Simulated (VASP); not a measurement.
# Mg5O (F-43m) in VASP: further runs

Mg5O is run at these levels: PBE; tasks: single point.

Everything below comes from runs of VASP 6.6.1. Logs are shortened: lines on timing, memory, paths and dates and some standing lists are left out, and cuts for length are marked.

## Step 1: The cell of the first run

It takes space group F-43m (No. 216, cubic). The conventional cell has a = 7.150 Å, b = 7.150 Å, c = 7.150 Å, α = 90.00°, β = 90.00°, γ = 90.00°. Within 3.3 Å of Mg (site symmetry 3m) lie 9 Mg at 2.53 to 2.96 Å and 3 O at 2.96 Å. Mg (site symmetry -43m) has 12 Mg at 2.96 Å and 4 O at 3.10 Å within 3.9 Å. Within 3.9 Å of O (site symmetry -43m) lie 16 Mg at 2.96 to 3.10 Å.

The cell was built from a structure type or drawn by symmetry, and may not be a known phase.

## Step 2: Single point, PBE

The input, INCAR:

```
SYSTEM = Mg5O
PREC = Accurate
ENCUT = 520
EDIFF = 1E-6
ISMEAR = 0
SIGMA = 0.1
LREAL = .False.
LASPH = .True.
NELM = 80
ALGO = Normal
ISIF = 2
LWAVE = .False.
LCHARG = .False.
GGA = PE
NBANDS = 17
```

The input, KPOINTS:

```
regular mesh
0
Gamma
  4 4 4
  0 0 0
```

The input, POSCAR:

```
Mg5O
1.0
    0.0000000000      3.5748630900      3.5748630900
    3.5748630900      0.0000000000      3.5748630900
    3.5748630900      3.5748630900      0.0000000000
Mg O
5 1
Direct
    0.1250000000      0.6250000000      0.6250000000
    0.6250000000      0.6250000000      0.6250000000
    0.6250000000      0.1250000000      0.6250000000
    0.6250000000      0.6250000000      0.1250000000
    0.2500000000      0.2500000000      0.2500000000
    0.0000000000      0.0000000000      0.0000000000
```

Potentials or basis: VASP PAW PBE potentials, release 64 (Mg, O).

The run is started by

```sh
cat potpaw_PBE.64/Mg/POTCAR potpaw_PBE.64/O/POTCAR > POTCAR
mpirun -np 1 vasp_std > vasp.out
```

OUTCAR:

```text
SYSTEM = Mg5O
   PREC = Accurate
   ENCUT = 520
   EDIFF = 1E-6
   ISMEAR = 0
   LREAL = .False.
   LASPH = .True.
   NELM = 80
   ISIF = 2
   GGA = PE

 ion  position               nearest neighbor table
   1  0.125  0.625  0.625-   2 2.53   4 2.53   3 2.53   2 2.53   3 2.53   4 2.53   5 2.96   5 2.96
                             5 2.96
   2  0.625  0.625  0.625-   1 2.53   3 2.53   4 2.53   4 2.53   3 2.53   1 2.53   5 2.96   5 2.96
                             5 2.96
   3  0.625  0.125  0.625-   2 2.53   4 2.53   1 2.53   2 2.53   4 2.53   1 2.53   5 2.96   5 2.96
                             5 2.96
   4  0.625  0.625  0.125-   2 2.53   1 2.53   2 2.53   3 2.53   3 2.53   1 2.53   5 2.96   5 2.96
                             5 2.96
   5  0.250  0.250  0.250-   1 2.96   3 2.96   4 2.96   2 2.96   2 2.96   2 2.96   1 2.96   3 2.96
                             4 2.96   1 2.96   3 2.96   4 2.96
   6  0.000  0.000  0.000-

  LATTYP: Found a face centered cubic cell.
 ALAT       =     7.1497261800

  Lattice vectors:

 A1 = (   0.0000000000,   3.5748630900,   3.5748630900)
 A2 = (   3.5748630900,   0.0000000000,   3.5748630900)
 A3 = (   3.5748630900,   3.5748630900,   0.0000000000)

Analysis of symmetry for initial positions (statically):
=====================================================================
 Subroutine PRICEL returns:
 Original cell was already a primitive cell.

 Routine SETGRP: Setting up the symmetry group for a
 face centered cubic supercell.

 Subroutine GETGRP returns: Found 24 space group operations
 (whereof 24 operations were pure point group operations)
 out of a pool of 48 trial point group operations.

The static configuration has the point symmetry T_d .

Analysis of symmetry for dynamics (positions and initial velocities):
=====================================================================
 Subroutine PRICEL returns:
 Original cell was already a primitive cell.

 Routine SETGRP: Setting up the symmetry group for a
 face centered cubic supercell.

 Subroutine GETGRP returns: Found 24 space group operations
 (whereof 24 operations were pure point group operations)
 out of a pool of 48 trial point group operations.

The dynamic configuration has the point symmetry T_d .

 Subroutine INISYM returns: Found 24 space group operations
 (whereof 24 operations are pure point group operations),
 and found     1 'primitive' translations

----------------------------------------------------------------------------------------

                                     Primitive cell

  volume of cell :      91.3710

  direct lattice vectors                    reciprocal lattice vectors
     0.000000000  3.574863090  3.574863090    -0.139865496  0.139865496  0.139865496
     3.574863090  0.000000000  3.574863090     0.139865496 -0.139865496  0.139865496
     3.574863090  3.574863090  0.000000000     0.139865496  0.139865496 -0.139865496

  length of vectors
     5.055619866  5.055619866  5.055619866     0.242254146  0.242254146  0.242254146

  position of ions in fractional coordinates (direct lattice)
     0.125000000  0.625000000  0.625000000
     0.625000000  0.625000000  0.625000000
     0.625000000  0.125000000  0.625000000
     0.625000000  0.625000000  0.125000000
     0.250000000  0.250000000  0.250000000
     0.000000000  0.000000000  0.000000000

  ion indices of the primitive-cell ions
   primitive index   ion index
                 1           1
                 2           2
                 3           3
                 4           4
                 5           5
                 6           6

----------------------------------------------------------------------------------------

 KPOINTS: regular mesh

Automatic generation of k-mesh.
 Grid dimensions read from file:
 generate k-points for:    4    4    4

 Generating k-lattice:

  Cartesian coordinates                     Fractional coordinates (reciprocal lattice)
    -0.034966374  0.034966374  0.034966374     0.250000000  0.000000000  0.000000000
     0.034966374 -0.034966374  0.034966374     0.000000000  0.250000000  0.000000000
     0.034966374  0.034966374 -0.034966374     0.000000000  0.000000000  0.250000000

  Length of vectors
     0.060563536  0.060563536  0.060563536

  Shift w.r.t. Gamma in fractional coordinates (k-lattice)
     0.000000000  0.000000000  0.000000000

 Subroutine IBZKPT returns following result:
 ===========================================

 Found      8 irreducible k-points:

 Following reciprocal coordinates:
            Coordinates               Weight
  0.000000  0.000000  0.000000      1.000000
  0.250000  0.000000  0.000000      8.000000
  0.500000  0.000000  0.000000      4.000000
  0.250000  0.250000  0.000000      6.000000
  0.500000  0.250000  0.000000     24.000000
 -0.250000  0.250000  0.000000     12.000000
  0.500000  0.500000  0.000000      3.000000
 -0.250000  0.500000  0.250000      6.000000
   k-points           NKPTS =      8   k-points in BZ     NKDIM =      8   number of bands    NBANDS=     17
   number of dos      NEDOS =    301   number of ions     NIONS =      6
   total plane-waves  NPLWV =  64000
   dimension x,y,z NGX =    40 NGY =   40 NGZ =   40
   dimension x,y,z NGXF=    80 NGYF=   80 NGZF=   80
   ions per type =               5   1
   NGX,Y,Z   is equivalent  to a cutoff of  13.15, 13.15, 13.15 a.u.
   NGXF,Y,Z  is equivalent  to a cutoff of  26.31, 26.31, 26.31 a.u.
 SYSTEM =  Mg5O
   PREC   = accura    normal or accurate (medium, high low for compatibility)
   ISTART =      0    job   : 0-new  1-cont  2-samecut
   ICHARG =      2    charge: 1-file 2-atom 10-const
   ISPIN  =      1    spin polarized calculation?
   LNONCOLLINEAR =      F non collinear calculations
   LSORBIT =      F    spin-orbit coupling
   LASPH  =      T    aspherical Exc in radial PAW
   ENCUT  =  520.0 eV  38.22 Ry    6.18 a.u.   9.40  9.40  9.40*2*pi/ulx,y,z
   NELM   =     80;   NELMIN=  2; NELMDL= -5     # of ELM steps
   EDIFF  = 0.1E-05   stopping-criterion for ELM
   LREAL  =      F    real-space projection
   EDIFFG = 0.1E-04   stopping-criterion for IOM
   NSW    =      0    number of steps for IOM
   IBRION =     -1    ionic relax: 0-MD 1-quasi-New 2-CG
   NFREE  =      0    steps in history (QN), initial steepest desc. (CG)
   ISIF   =      2    stress and relaxation
   ISYM   =      2    0-nonsym 1-usesym 2-fastsym
   POTIM  = 0.5000    time-step for ionic-motion
   TEBEG  =    0.0;   TEEND  =   0.0 temperature during run
   PSTRESS=    0.0 pullay stress
   NELECT =      16.0000    total number of electrons
   NUPDOWN=      -1.0000    fix difference up-down
   EMIN   =  10.00;   EMAX   =-10.00  energy-range for DOS
   EFERMI =   0.00;   METHOD = LEGACY
   ISMEAR =     0;   SIGMA  =   0.10  broadening in eV -4-tet -1-fermi 0-gaus
   EFERMI_NEDOS =   21; number of points for ismear=-14 and -15
   IALGO  =     38    algorithm
   IMIX   =      4    mixing-type and parameters
     AMIX     =   0.40;   BMIX     =  1.00
     AMIX_MAG =   1.60;   BMIX_MAG =  1.00
  volume/ion in A,a.u.               =      15.23       102.77
  Fermi-wavevector in a.u.,A,eV,Ry     =   0.915894  1.730789 11.413418  0.838863
  Thomas-Fermi vector in A             =   2.040688
   LORBIT       =      0    0 simple, 1 ext, 2 COOP (PROOUT), +10 PAW based schemes
   GGA     = PE    functional components
   LHFCALC =     F    Hartree Fock is set to
   AEXX    =    0.0000 exact exchange contribution
   IVDW    =     0    specifies the selected vdW correction
   LEPSILON=     F    determine dielectric tensor
   LRPA    =     F    only Hartree local field effects (RPA)
 non-spin polarized calculation
 Gauss-broadening in eV      SIGMA  =   0.10
  energy-cutoff  :      520.00
  volume of cell :       91.37
 maximum number of plane-waves:      2477
 NGX is ok and might be reduce to    40
   NGX = 19   NGY = 19   NGZ = 19

 number of electron      16.0000000 magnetization

 Free energy of the ion-electron system (eV)
  ---------------------------------------------------
  ext. energy  EPLUGINS =         0.00000000
  ---------------------------------------------------
  free energy    TOTEN  =        -8.26569777 eV

  energy without entropy =       -8.21234985  energy(sigma->0) =       -8.23902381

 E-fermi :   4.0428     XC(G=0):  -9.6395

 val. band max:        4.0330286381   @ k =   0.2500   0.0000   0.0000
 cond. band min:       4.0567732589   @ k =   0.5000   0.2500   0.0000
 fundamental gap:      0.0237446209
 Fermi energy:         4.0428151459

 k-point     1 :       0.0000    0.0000    0.0000
  band No.  band energies     occupation
      1     -12.7224      2.00000
      2      -3.1249      2.00000
      3       1.1222      2.00000
      4       1.1222      2.00000
      5       1.1222      2.00000
      6       3.0420      2.00000
[... 9 lines left out ...]
     16      10.0767      0.00000
     17      10.0767      0.00000

 k-point     2 :       0.2500    0.0000    0.0000
  band No.  band energies     occupation
      1     -12.7054      2.00000
      2      -2.8576      2.00000
      3       0.5743      2.00000
      4       1.0182      2.00000
      5       1.0182      2.00000
      6       2.2711      2.00000
[... 9 lines left out ...]
     16       9.2765      0.00000
     17      11.1017      0.00000

 k-point     3 :       0.5000    0.0000    0.0000
  band No.  band energies     occupation
      1     -12.6881      2.00000
      2      -2.4086      2.00000
      3      -0.4355      2.00000
      4       0.9383      2.00000
      5       0.9383      2.00000
      6       1.9954      2.00000
[... 9 lines left out ...]
     16      11.1863      0.00000
     17      11.1863      0.00000

 k-point     4 :       0.2500    0.2500    0.0000
  band No.  band energies     occupation
      1     -12.7000      2.00000
      2      -2.7285      2.00000
      3       0.6629      2.00000
      4       0.6629      2.00000
      5       1.1017      2.00000
      6       1.9929      2.00000
[... 9 lines left out ...]
     16      10.2997      0.00000
     17      10.2997      0.00000

 k-point     5 :       0.5000    0.2500    0.0000
  band No.  band energies     occupation
      1     -12.6832      2.00000
      2      -2.0893      2.00000
      3      -0.6223      2.00000
      4       0.5712      2.00000
      5       0.6390      2.00000
      6       2.0502      2.00000
[... 9 lines left out ...]
     16      11.2159      0.00000
     17      11.8729      0.00000

 k-point     6 :      -0.2500    0.2500    0.0000
  band No.  band energies     occupation
      1     -12.6885      2.00000
      2      -2.3725      2.00000
      3      -0.4016      2.00000
      4       0.8971      2.00000
      5       1.0207      2.00000
      6       1.6982      2.00000
[... 9 lines left out ...]
     16      11.2051      0.00000
     17      11.3280      0.00000

 k-point     7 :       0.5000    0.5000    0.0000
  band No.  band energies     occupation
      1     -12.6782      2.00000
      2      -1.6394      2.00000
      3      -0.8199      2.00000
      4       0.2920      2.00000
      5       0.2920      2.00000
      6       1.5347      2.00000
[... 9 lines left out ...]
     16      10.1152      0.00000
     17      11.7819      0.00000

 k-point     8 :      -0.2500    0.5000    0.2500
  band No.  band energies     occupation
      1     -12.6779      2.00000
      2      -1.1911      2.00000
      3      -1.1509      2.00000
      4      -0.7866      2.00000
      5       1.5654      2.00000
      6       2.1565      2.00000
[... 9 lines left out ...]
     16      11.2322      0.00000
     17      11.3865      0.00000

------------------------ aborting loop because EDIFF is reached ----------------------------------------

  FORCE on cell =-STRESS in cart. coord.  units (eV):
  Direction    XX          YY          ZZ          XY          YZ          ZX
  --------------------------------------------------------------------------------------
  -------------------------------------------------------------------------------------
  Total       14.7770859     14.7770859     14.7770859      0.0000000      0.0000000     -0.0000000
  in kB      259.1141583    259.1141583    259.1141583      0.0000000      0.0000000     -0.0000000
  external PRESSURE =     259.1141583 kB  Pullay stress =       0.0000000 kB

 VOLUME and BASIS-vectors are now :
 -----------------------------------------------------------------------------
  energy-cutoff  :      520.00
  volume of cell :       91.37
      direct lattice vectors                 reciprocal lattice vectors
     0.000000000  3.574863090  3.574863090    -0.139865496  0.139865496  0.139865496
     3.574863090  0.000000000  3.574863090     0.139865496 -0.139865496  0.139865496
     3.574863090  3.574863090  0.000000000     0.139865496  0.139865496 -0.139865496

 POSITION                                       TOTAL-FORCE (eV/Angst)
 -----------------------------------------------------------------------------------
      4.46858      2.68115      2.68115         0.056246     -0.056246     -0.056246
      4.46858      4.46858      4.46858         0.056246      0.056246      0.056246
      2.68115      4.46858      2.68115        -0.056246      0.056246     -0.056246
      2.68115      2.68115      4.46858        -0.056246     -0.056246      0.056246
      1.78743      1.78743      1.78743        -0.000000     -0.000000     -0.000000
      0.00000      0.00000      0.00000        -0.000000     -0.000000     -0.000000
 -----------------------------------------------------------------------------------
    total drift:                               -0.000000     -0.000000     -0.000000

  FREE ENERGIE OF THE ION-ELECTRON SYSTEM (eV)
  ---------------------------------------------------
  free  energy   TOTEN  =        -8.2656977677 eV

  energy  without entropy=       -8.2123498502  energy(sigma->0) =       -8.23902381
```

Wall time 11 s (1 thread of Intel Xeon 6975P-C (Granite Rapids), shared host); peak memory 0.23 GiB.

Results:

```yaml
Free_energy: -8.2657 eV
Pressure: 25.9 GPa
Band_gap_on_the_k_mesh: zero (bands 8 and 9 overlap by 0.62 eV)
```

Caveat: the k points lie up to 0.38 Å⁻¹ apart, too coarse for converged energies and pressures of a metal; semilocal functionals underestimate gaps, so a narrow gap can read as zero.

## Step 3: Single point, PBE, collinear spin, ferromagnetic start

The input, INCAR:

```
SYSTEM = Mg5O
PREC = Accurate
ENCUT = 520
EDIFF = 1E-6
ISMEAR = 0
SIGMA = 0.1
LREAL = .FALSE.
LASPH = .TRUE.
NELM = 150
ALGO = Normal
ISIF = 2
LWAVE = .FALSE.
LCHARG = .FALSE.
ISPIN = 2
MAGMOM = 0 0 0 0 0 1
LORBIT = 11
GGA = PE
NBANDS = 21
```

The input, KPOINTS:

```
Automatic mesh
0
G
  4 4 4
  0 0 0
```

POSCAR is that of step 2.

Potentials or basis: VASP PAW PBE potentials, release 64 (Mg, O).

The run is started by

```sh
cat potpaw_PBE.64/Mg/POTCAR potpaw_PBE.64/O/POTCAR > POTCAR
mpirun -np 1 vasp_std > vasp.out
```

It took 29 s on 1 thread of Intel Xeon 6975P-C (Granite Rapids), shared host; peak memory 0.28 GiB.

It converged, with:

```yaml
Free_energy: -8.3406 eV
Pressure: 25.9 GPa
Net_moment: 1.43 μB per cell
Site_moments: Mg +0.05, +0.06 (each value once); O +0.32 μB
Valence_electrons_inside_the_program's_atomic_spheres: Mg 0.51, 0.41 (each value once); O 4.77
```

Levels at points of the mesh, in eV from the Fermi level:
Spin up:
```tsv
k point	band 5	band 6	band 7	band 8	band 9	band 10	band 11	band 12	band 13	band 14
(0.00, 0.00, 0.00)	-3.23	-1.20	-0.21	-0.21	-0.21	1.51	1.79	1.79	1.79	2.70
(0.50, 0.00, 0.00)	-3.40	-2.35	-0.86	-0.75	-0.75	1.88	1.88	2.75	4.67	4.67
(0.50, 0.50, 0.00)	-4.05	-2.78	-1.18	-0.15	-0.15	0.28	4.70	4.97	4.97	5.06
```
Spin down:
| k point | band 3 | band 4 | band 5 | band 6 | band 7 | band 8 | band 9 | band 10 | band 11 | band 12 |
| --- | --- | --- | --- | --- | --- | --- | --- | --- | --- | --- |
| (0.00, 0.00, 0.00) | -2.79 | -2.79 | -2.79 | -1.07 | 0.31 | 0.31 | 0.31 | 1.70 | 2.23 | 2.23 |
| (0.50, 0.00, 0.00) | -4.42 | -2.99 | -2.99 | -1.96 | -0.46 | -0.21 | -0.21 | 2.34 | 2.34 | 3.03 |
| (0.50, 0.50, 0.00) | -4.78 | -3.65 | -3.65 | -2.48 | -0.60 | 0.47 | 0.47 | 0.54 | 5.20 | 5.31 |

Caveat: the k points lie up to 0.38 Å⁻¹ apart.
